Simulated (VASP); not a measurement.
# MgO (P6_3mc) in VASP: single point with LDA

Aim: the single point of MgO with LDA.

Program: VASP 6.6.1. These are calculated values, not measurements. Logs are shortened: lines on timing, memory, paths and dates and some standing lists are left out, and cuts for length are marked.

## Step 1: The cell of the first run

The structure is hexagonal, space group P6_3mc (No. 186). Conventional cell: a = 3.251 Å, b = 3.251 Å, c = 10.386 Å, α = 90.00°, β = 90.00°, γ = 120.00°. Within 2.6 Å of Mg (site symmetry 3m) lie 4 O at 1.97 to 1.98 Å. Within 2.6 Å of Mg (site symmetry 3m) lie 4 O at 1.97 to 1.99 Å. Within 2.6 Å of O (site symmetry 3m) lie 4 Mg at 1.97 Å. Within 2.6 Å of O (site symmetry 3m) lie 4 Mg at 1.98 to 1.99 Å.

## Step 2: Single point, LDA

File INCAR:

```
ALGO     = Normal         # electronic algorithm
EDIFF    = 1E-6           # SCF threshold, eV
ENCUT    = 520            # plane-wave cutoff, eV
ISIF     = 2              # what is computed and relaxed
ISMEAR   = 0              # smearing method
LASPH    = T              # aspherical terms in the spheres
LCHARG   = F              # write CHGCAR
LREAL    = F              # projectors in reciprocal space
LWAVE    = F              # write WAVECAR
NBANDS   = 26             # bands
NELM     = 100            # most SCF steps
PREC     = Accurate       # precision mode
SIGMA    = 0.01           # smearing width, eV
```

File KPOINTS:

```
k-points
0
Gamma
  6 6 2
```

File POSCAR:

```
MgO
1.0
    3.2505941900      0.0000000000      0.0000000000
   -1.6252970900      2.8150971500      0.0000000000
    0.0000000000      0.0000000000     10.3863377300
Mg O
4 4
Direct
    0.3333333273      0.6666666690      0.9696623807
    0.0000000000      0.0000000000      0.2210023099
    0.0000000000      0.0000000000      0.7210023104
    0.6666666696      0.3333333310      0.4696623802
    0.3333333273      0.6666666690      0.7798401506
    0.0000000000      0.0000000000      0.5294933405
    0.0000000000      0.0000000000      0.0294933400
    0.6666666696      0.3333333310      0.2798401502
```

Potentials or basis: VASP PAW LDA potentials, release 64 (Mg, O).

Started as:

```bash
$ cat potpaw_LDA.64/Mg/POTCAR potpaw_LDA.64/O/POTCAR > POTCAR
$ mpirun -np 1 vasp_std > vasp.out
```

OUTCAR:

```text
EDIFF = 1E-6
   ENCUT = 520
   ISIF = 2
   ISMEAR = 0
   LASPH = T
   LREAL = F
   NELM = 100
   PREC = Accurate

 ion  position               nearest neighbor table
   1  0.333  0.667  0.970-   5 1.97   7 1.98   7 1.98   7 1.98   3 3.19   3 3.19   3 3.19   2 3.22
                             2 3.22   2 3.22
   2  0.000  0.000  0.221-   8 1.97   8 1.97   8 1.97   7 1.99   4 3.19   4 3.19   4 3.19   1 3.22
                             1 3.22   1 3.22
   3  0.000  0.000  0.721-   5 1.97   5 1.97   5 1.97   6 1.99   1 3.19   1 3.19   1 3.19   4 3.22
                             4 3.22   4 3.22
   4  0.667  0.333  0.470-   8 1.97   6 1.98   6 1.98   6 1.98   2 3.19   2 3.19   2 3.19   3 3.22
                             3 3.22   3 3.22
   5  0.333  0.667  0.780-   1 1.97   3 1.97   3 1.97   3 1.97
   6  0.000  0.000  0.529-   4 1.98   4 1.98   4 1.98   3 1.99
   7  0.000  0.000  0.029-   1 1.98   1 1.98   1 1.98   2 1.99
   8  0.667  0.333  0.280-   4 1.97   2 1.97   2 1.97   2 1.97

  LATTYP: Found a hexagonal cell.
 ALAT       =     3.2505941900
 C/A-ratio  =     3.1952120514

  Lattice vectors:

 A1 = (   3.2505941900,   0.0000000000,   0.0000000000)
 A2 = (  -1.6252970900,   2.8150971500,   0.0000000000)
 A3 = (   0.0000000000,   0.0000000000,  10.3863377300)

Analysis of symmetry for initial positions (statically):
=====================================================================
 Subroutine PRICEL returns:
 Original cell was already a primitive cell.

 Routine SETGRP: Setting up the symmetry group for a
 hexagonal supercell.

 Subroutine GETGRP returns: Found 12 space group operations
 (whereof  6 operations were pure point group operations)
 out of a pool of 24 trial point group operations.

The static configuration has the point symmetry C_3v.
 The point group associated with its full space group is C_6v.

Analysis of symmetry for dynamics (positions and initial velocities):
=====================================================================
 Subroutine PRICEL returns:
 Original cell was already a primitive cell.

 Routine SETGRP: Setting up the symmetry group for a
 hexagonal supercell.

 Subroutine GETGRP returns: Found 12 space group operations
 (whereof  6 operations were pure point group operations)
 out of a pool of 24 trial point group operations.

The dynamic configuration has the point symmetry C_3v.
 The point group associated with its full space group is C_6v.

 Subroutine INISYM returns: Found 12 space group operations
 (whereof  6 operations are pure point group operations),
[... 102 lines left out ...]
   NFREE  =      0    steps in history (QN), initial steepest desc. (CG)
   ISIF   =      2    stress and relaxation
   ISYM   =      2    0-nonsym 1-usesym 2-fastsym
   POTIM  = 0.5000    time-step for ionic-motion
   TEBEG  =    0.0;   TEEND  =   0.0 temperature during run
   PSTRESS=    0.0 pullay stress
   NELECT =      32.0000    total number of electrons
   NUPDOWN=      -1.0000    fix difference up-down
   EMIN   =  10.00;   EMAX   =-10.00  energy-range for DOS
   EFERMI =   0.00;   METHOD = LEGACY
   ISMEAR =     0;   SIGMA  =   0.01  broadening in eV -4-tet -1-fermi 0-gaus
   EFERMI_NEDOS =   21; number of points for ismear=-14 and -15
   IALGO  =     38    algorithm
   IMIX   =      4    mixing-type and parameters
     AMIX     =   0.40;   BMIX     =  1.00
     AMIX_MAG =   1.60;   BMIX_MAG =  1.00
  volume/ion in A,a.u.               =      11.88        80.17
  Fermi-wavevector in a.u.,A,eV,Ry     =   1.138899  2.152207 17.648000  1.297091
  Thomas-Fermi vector in A             =   2.275603
   LORBIT       =      0    0 simple, 1 ext, 2 COOP (PROOUT), +10 PAW based schemes
   GGA     = CA    functional components
   LHFCALC =     F    Hartree Fock is set to
   AEXX    =    0.0000 exact exchange contribution
   IVDW    =     0    specifies the selected vdW correction
   LEPSILON=     F    determine dielectric tensor
   LRPA    =     F    only Hartree local field effects (RPA)
 non-spin polarized calculation
 Gauss-broadening in eV      SIGMA  =   0.01
  energy-cutoff  :      520.00
  volume of cell :       95.04
 maximum number of plane-waves:      2592
   NGX = 13   NGY = 13   NGZ = 39

 number of electron      32.0000022 magnetization

 Free energy of the ion-electron system (eV)
  ---------------------------------------------------
  ext. energy  EPLUGINS =         0.00000000
  ---------------------------------------------------
  free energy    TOTEN  =       -52.31214929 eV

  energy without entropy =      -52.31214929  energy(sigma->0) =      -52.31214929

 E-fermi :   0.6546     XC(G=0): -10.2428

 val. band max:        0.5439338415   @ k =   0.0000   0.0000   0.0000
 cond. band min:       4.0479358897   @ k =   0.0000   0.0000   0.0000
 fundamental gap:      3.5040020482
 Fermi energy:         0.6545729225

 k-point     1 :       0.0000    0.0000    0.0000
  band No.  band energies     occupation
      1     -15.1629      2.00000
      2     -14.8131      2.00000
      3     -14.7984      2.00000
      4     -14.4156      2.00000
      5      -2.6272      2.00000
      6      -1.4158      2.00000
[... 395 lines left out ...]
     25      13.4197      0.00000
     26      13.4587      0.00000

------------------------ aborting loop because EDIFF is reached ----------------------------------------

  FORCE on cell =-STRESS in cart. coord.  units (eV):
  Direction    XX          YY          ZZ          XY          YZ          ZX
  --------------------------------------------------------------------------------------
  -------------------------------------------------------------------------------------
  Total       -3.0113329     -3.0113329     -2.7504282     -0.0000000     -0.0000000      0.0000000
  in kB      -50.7634075    -50.7634076    -46.3652194     -0.0000001     -0.0000000      0.0000000
  external PRESSURE =     -49.2973448 kB  Pullay stress =       0.0000000 kB

 VOLUME and BASIS-vectors are now :
 -----------------------------------------------------------------------------
  energy-cutoff  :      520.00
  volume of cell :       95.04
      direct lattice vectors                 reciprocal lattice vectors
     3.250594190  0.000000000  0.000000000     0.307636063  0.177613763  0.000000000
    -1.625297090  2.815097150  0.000000000     0.000000000  0.355227527  0.000000000
     0.000000000  0.000000000 10.386337730     0.000000000  0.000000000  0.096280328

 POSITION                                       TOTAL-FORCE (eV/Angst)
 -----------------------------------------------------------------------------------
     -0.00000      1.87673     10.07124         0.000000      0.000000     -0.012030
      0.00000      0.00000      2.29540         0.000000      0.000000     -0.011968
      0.00000      0.00000      7.48857         0.000000      0.000000     -0.011968
      1.62530      0.93837      4.87807         0.000000      0.000000     -0.012030
     -0.00000      1.87673      8.09968        -0.000000     -0.000000      0.012343
      0.00000      0.00000      5.49950         0.000000      0.000000      0.011654
      0.00000      0.00000      0.30633        -0.000000      0.000000      0.011654
      1.62530      0.93837      2.90651         0.000000      0.000000      0.012343
 -----------------------------------------------------------------------------------
    total drift:                                0.000012     -0.000001     -0.000881

  FREE ENERGIE OF THE ION-ELECTRON SYSTEM (eV)
  ---------------------------------------------------
  free  energy   TOTEN  =       -52.3121492944 eV

  energy  without entropy=      -52.3121492944  energy(sigma->0) =      -52.31214929
```

stdout:

```text
POSCAR found type information on POSCAR MgO
 POSCAR found :  2 types and       8 ions
 scaLAPACK will be used
 LDA part: xc-table for (Slater(with rela. corr.)+CA(PZ))
 , standard interpolation
 POSCAR, INCAR and KPOINTS ok, starting setup
 FFT: planning ... GRIDC
 FFT: planning ... GRID_SOFT
 FFT: planning ... GRID
 WAVECAR not read
 entering main loop
```

It took 32 s on 1 thread of Intel Xeon 6975P-C, shared host; peak memory 0.18 GiB.

What came out:

```yaml
Free_energy: -52.3121 eV
Pressure: -4.9 GPa
Largest_force: 0.012 eV/Å
Band_gap_on_the_k_mesh: 3.50 eV, direct
```

Forces on the atoms (eV/Å):
```
Mg   0.000  0.000 -0.012
Mg   0.000  0.000 -0.012
Mg   0.000  0.000 -0.012
Mg   0.000  0.000 -0.012
O    0.000  0.000  0.012
O    0.000  0.000  0.012
O    0.000  0.000  0.012
O    0.000  0.000  0.012
```

Expect the measured gap to be larger: semilocal functionals such as LDA lack the derivative discontinuity.
